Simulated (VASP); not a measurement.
Here is a VASP 6.6.1 calculation.

INCAR

```
ALGO = Normal
EDIFF = 1E-6
ENCUT = 500
GGA = PS
GGA_COMPAT = False
ISIF = 2
ISMEAR = 0
LASPH = True
LCHARG = False
LREAL = False
LWAVE = False
NBANDS = 79
NELM = 120
PREC = Accurate
SIGMA = 0.1
```

Contents of KPOINTS:

```
k-points
0
Gamma
  6 6 6
```

Contents of POSCAR:

```
Mo3Se4
1.0
    4.7725000000      2.7554041597      3.7366666667
   -4.7725000000      2.7554041597      3.7366666667
    0.0000000000     -5.5108083194      3.7366666667
Mo Se
6 8
Direct
    0.2249632462      0.4134338361      0.5468346175
    0.5468346175      0.2249632462      0.4134338361
    0.4134338361      0.5468346175      0.2249632462
    0.7750367538      0.5865661639      0.4531653825
    0.4531653825      0.7750367538      0.5865661639
    0.5865661639      0.4531653825      0.7750367538
    0.3828138919      0.1271610533      0.7443397878
    0.7443397878      0.3828138919      0.1271610533
    0.1271610533      0.7443397878      0.3828138919
    0.6171861081      0.8728389467      0.2556602122
    0.2556602122      0.6171861081      0.8728389467
    0.8728389467      0.2556602122      0.6171861081
    0.2159793991      0.2159793991      0.2159793991
    0.7840206009      0.7840206009      0.7840206009
```

Potentials or basis: VASP PAW PBE potentials, release 64 (Mo_sv, Se).

Run with:

```sh
$ cat potpaw_PBE.64/Mo_sv/POTCAR potpaw_PBE.64/Se/POTCAR > POTCAR
$ mpirun -np 1 vasp_std > vasp.out
```

Task: Estimate the pressure.

Result: -0.6 GPa.

Task: Estimate the band gap on the k mesh.

Result: Zero (bands 66 and 67 overlap by 0.15 eV).

Task: Estimate the largest force.

Result: 0.050 eV/Å.

Stress tensor (GPa, compression positive):
```
-0.74  0.00  0.00
 0.00 -0.74  0.00
 0.00  0.00 -0.46
```

Caveat: the PAW data sets were made with another functional, which shifts forces and pressure a little.
